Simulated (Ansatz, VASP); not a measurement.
Rh in VASP and in Ansatz

The input INCAR:

```
PREC     = Accurate       # precision mode
ENCUT    = 600            # plane-wave cutoff, eV
EDIFF    = 1E-7           # SCF threshold, eV
ISMEAR   = -1             # smearing method
SIGMA    = 0.1            # smearing width, eV
LREAL    = False          # projectors in reciprocal space
LASPH    = True           # aspherical terms in the spheres
NELM     = 80             # most SCF steps
ALGO     = Normal         # electronic algorithm
ISIF     = 3              # what is computed and relaxed
LWAVE    = False          # write WAVECAR
LCHARG   = False          # write CHGCAR
GGA      = PS             # functional
IBRION   = 2              # ionic algorithm
NSW      = 80             # ionic steps
EDIFFG   = -0.01          # ionic threshold
```

The input KPOINTS:

```
Automatic mesh
0
Gamma
  13 13 4
```

POSCAR

```
Rh
1.0
    2.6891940459      0.0000000000      0.0000000000
   -1.3445970229      2.3289103594      0.0000000000
    0.0000000000      0.0000000000      8.7829077538
Rh
4
Direct
    0.0000000000      0.0000000000      0.0000000000
    0.0000000000      0.0000000000      0.5000000000
    0.3333333333      0.6666666667      0.2500000000
    0.6666666667      0.3333333333      0.7500000000
```

Input for Ansatz:

```yaml
crystal:
  lattice:
    - [2.6891940459, 0.0, 0.0]
    - [-1.3445970229, 2.3289103594, 0.0]
    - [0.0, 0.0, 8.7829077538]
  atoms:
    - { symbol: Rh, position: [0.0, 0.0, 0.0] }
    - { symbol: Rh, position: [0.0, 0.0, 0.5] }
    - { symbol: Rh, position: [0.3333333333, 0.6666666667, 0.25] }
    - { symbol: Rh, position: [0.6666666667, 0.3333333333, 0.75] }
hamiltonian:
  xc: pbesol
  pseudopotentials:
    kind: paw
    azcp:
      Rh: "pseudopotentials/Rh.paw.azcp"
basis:
  ecutwfc: 420
  fft_grid_basis: typed
kpoints:
  mp_grid: { grid: [13, 13, 4], shift: [0, 0, 0] }
magnetization:
  spin_polarized: false
scf:
  occupations: { method: fermi_dirac, width: 0.1 }
relax:
  max_steps: 60
  f_tol: 0.01
  cell: {}
output:
  write_density: true
  write_potential: true
  elf: true
  volumetric_format: npy
```

Alike in both runs: task relaxation of cell and atoms; functional PBEsol; k mesh 13 × 13 × 4; occupations fermi-dirac, width 0.1 eV; no spin polarisation.

|  | VASP | Ansatz |
| --- | --- | --- |
| version | VASP 6.6.1 | Ansatz 0.2.0 |
| potentials or method | VASP PAW PBE potentials, release 64 (Rh_pv), cutoff 600 eV | plane waves (420 eV) with PAW, scalar-relativistic |
| valence electrons in the cell | 60 | 68 |

|  | VASP | Ansatz | Ansatz less VASP |
| --- | --- | --- | --- |
| relaxed volume (Å³/atom) | 13.53 | 13.54 | +0.009 |
| relaxed cell length with the largest relative difference (Å) | 8.728 | 8.732 | +0.0034 |

VASP's potentials were made for PBE, not for PBEsol, and Ansatz warns of the same on its side. VASP's potentials hold 60 valence electrons a cell and Ansatz's 68, so a difference there can come from the potentials and not from the codes.
